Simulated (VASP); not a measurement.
**Si5As3: single point with PBE**

The system is Si5As3.

```
Si As
1.0
     6.71287    0.00000    0.00000
    -3.35644    5.81352    0.00000
     0.00000    0.00000    9.13554
Si As
10 6
Cartesian
  1.1234 1.9457 4.9538
  2.2467 0.0000 4.1818
  4.4662 0.0000 4.9538
  2.2331 3.8678 4.1818
  3.3564 1.9378 1.1834
  3.3564 1.9378 7.9521
  -1.1234 1.9457 4.1818
  -2.2331 3.8678 4.9538
  0.0000 3.8757 7.9521
  0.0000 3.8757 1.1834
  1.0242 1.7739 7.3557
  2.0484 0.0000 1.7799
  4.6645 0.0000 7.3557
  2.3322 4.0396 1.7799
  -1.0242 1.7739 1.7799
  -2.3322 4.0396 7.3557
```

This cell differs from its parent crystal: atoms taken out.

```json
{
  "Program": "VASP 6.6.1",
  "Task": "single point",
  "Functional": "PBE",
  "Potentials or basis": "VASP PAW PBE potentials, release 64 (Si, As)",
  "Cutoff": "520 eV",
  "k mesh": "3 × 3 × 2",
  "Occupations": "gaussian, width 0.2 eV",
  "Spin": "no spin polarisation"
}
```

```yaml
Pressure: 0.1 GPa
Largest_force: 0.033 eV/Å
Band_gap_on_the_k_mesh: 0.71 eV (least direct gap 0.80 eV)
```

Forces on the atoms (eV/Å):
```
Si  -0.003 -0.006 -0.019
Si  -0.007  0.000  0.019
Si   0.007  0.000 -0.019
Si   0.003  0.006  0.019
Si   0.000  0.000 -0.004
Si   0.000  0.000  0.004
Si   0.003 -0.006  0.019
Si  -0.003  0.006 -0.019
Si   0.000  0.000  0.004
Si   0.000  0.000 -0.004
As  -0.008 -0.014  0.029
As  -0.016  0.000 -0.029
As   0.016  0.000  0.029
As   0.008  0.014 -0.029
As   0.008 -0.014 -0.029
As  -0.008  0.014  0.029
```

Stress tensor (GPa, compression positive):
```
0.04 0.00 0.00
0.00 0.04 0.00
0.00 0.00 0.25
```

Levels at points of the mesh, in eV from the valence-band top:
```csv
k point,band 31,band 32,band 33,band 34,band 35,band 36,band 37,band 38,band 39,band 40
"(0.00, 0.00, 0.00)",-0.85,-0.82,-0.82,0.00,0.00,0.80,1.35,1.35,1.47,1.55
"(0.00, 0.00, 0.50)",-1.36,-0.71,-0.71,-0.15,-0.15,0.96,1.41,1.49,2.75,2.80
```

It took 71 s on 1 thread of Intel(R) Xeon(R) 6975P-C (Granite Rapids) (shared host), peak memory 0.41 GiB.

Caveat: the cell differs from its parent crystal (atoms taken out); an odd mesh through Γ misses points on the zone boundary, where band edges can lie.
